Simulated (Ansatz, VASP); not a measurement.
Two plane-wave programs on TiB

The input INCAR:

```
SYSTEM = TiB
ALGO = Normal
EDIFF = 1E-7
EDIFFG = -0.005
ENCUT = 600
GGA = PS
IBRION = 2
ISIF = 3
ISMEAR = -1
LASPH = .TRUE.
LCHARG = .FALSE.
LREAL = .FALSE.
LWAVE = .FALSE.
NELM = 100
NSW = 70
PREC = Accurate
SIGMA = 0.05
```

The input KPOINTS:

```
k-points
0
G
  17 17 17
  0 0 0
```

Contents of POSCAR:

```
TiB
1.0
    0.0000000000      2.1010000000      2.1010000000
    2.1010000000      0.0000000000      2.1010000000
    2.1010000000      2.1010000000      0.0000000000
Ti B
1 1
Direct
    0.2500000000      0.2500000000      0.2500000000
    0.0000000000      0.0000000000      0.0000000000
```

Input for Ansatz:

```yaml
crystal:
  lattice:
    - [0.0, 2.101, 2.101]
    - [2.101, 0.0, 2.101]
    - [2.101, 2.101, 0.0]
  atoms:
    - { symbol: Ti, position: [0.25, 0.25, 0.25] }
    - { symbol: B, position: [0.0, 0.0, 0.0] }
kpoints:
  mp_grid: { grid: [17, 17, 17] }
scf:
  occupations: { method: fermi_dirac, width: 0.05 }
hamiltonian:
  xc: pbesol
  pseudopotentials: { kind: paw }
output:
  forces: true
  stress: true
  write_density: true
  write_potential: true
  elf: true
  volumetric_format: npy
relax:
  f_tol: 0.005
  max_steps: 50
  cell: {}
```

Alike in both runs: task relaxation of cell and atoms; functional PBEsol; k mesh 17 × 17 × 17; occupations fermi-dirac, width 0.05 eV; no spin polarisation.

|  | VASP | Ansatz |
| --- | --- | --- |
| version | VASP 6.6.1 | Ansatz 0.2.0 |
| potentials or method | VASP PAW PBE potentials, release 64 (Ti_sv, B) | PAW with Ansatz's default frozen-core files, scalar-relativistic |
| plane-wave cutoff (eV) | 600 | 420 |
| valence electrons in the cell | 15 | 15 |

Ansatz gave:

* relaxed volume (Å³/atom): 14.77
* relaxed cell length with the largest relative difference (Å): 3.470

Problem. What did VASP give for the same quantities?

Solution. Relaxed volume (Å³/atom): 14.75; relaxed cell length with the largest relative difference (Å): 3.468.

VASP's potentials were made for PBE, not for PBEsol.

Noted on VASP's run: the volume moved by over 15 % at a fixed basis, so the end points are rough.
